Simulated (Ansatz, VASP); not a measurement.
Hf2SiOF2 in VASP and in Ansatz

```
Hf Si O F
1.0
     3.17262    0.00000    0.00000
     0.00000    3.17262    0.00000
     0.00000    0.00000    7.96233
Hf Si O F
2 1 1 2
Direct
  0.50000 0.00000 0.33771
  0.00000 0.50000 0.66229
  0.50000 0.50000 0.00000
  0.00000 0.00000 0.00000
  0.50000 0.00000 0.70708
  0.00000 0.50000 0.29292
```

Change from the starting cell: species swapped into the Nd2FeSi2Ru type (P-4m2, No. 115).

Alike in both runs: functional PBE; k mesh 6 × 6 × 2; occupations gaussian, width 0.1 eV; no spin polarisation.

Ansatz relaxed the structure, and its values are those at the end. VASP's run is a single point on that final structure, the one shown.

```csv
,VASP,Ansatz
version,VASP 6.6.1,Ansatz 0.2.0
potentials or method,"VASP PAW PBE potentials, release 64 (Hf_pv, Si, O, F), cutoff 520 eV","scalar-relativistic, plane waves, PAW"
valence electrons in the cell,44,76
```

Ansatz gave:

- gap on the k mesh at the Fermi level (eV): none
- pressure (GPa): 0.1
- rms of the force components (eV/Å): 0.007

**Question.** What did VASP give for the same quantities?

**Answer.** gap on the k mesh at the Fermi level (eV): none; pressure (GPa): -1.4; rms of the force components (eV/Å): 0.020.

A gap of «none» marks a metal or a gap that the smearing closes. With one functional, cell and mesh, what is left measures potentials, basis and numerics. VASP's potentials hold 44 valence electrons a cell and Ansatz's 76, so a difference there can come from the potentials and not from the codes.

The k mesh is coarse, so the values compare programs but aren't converged. Spin-orbit coupling is off throughout.
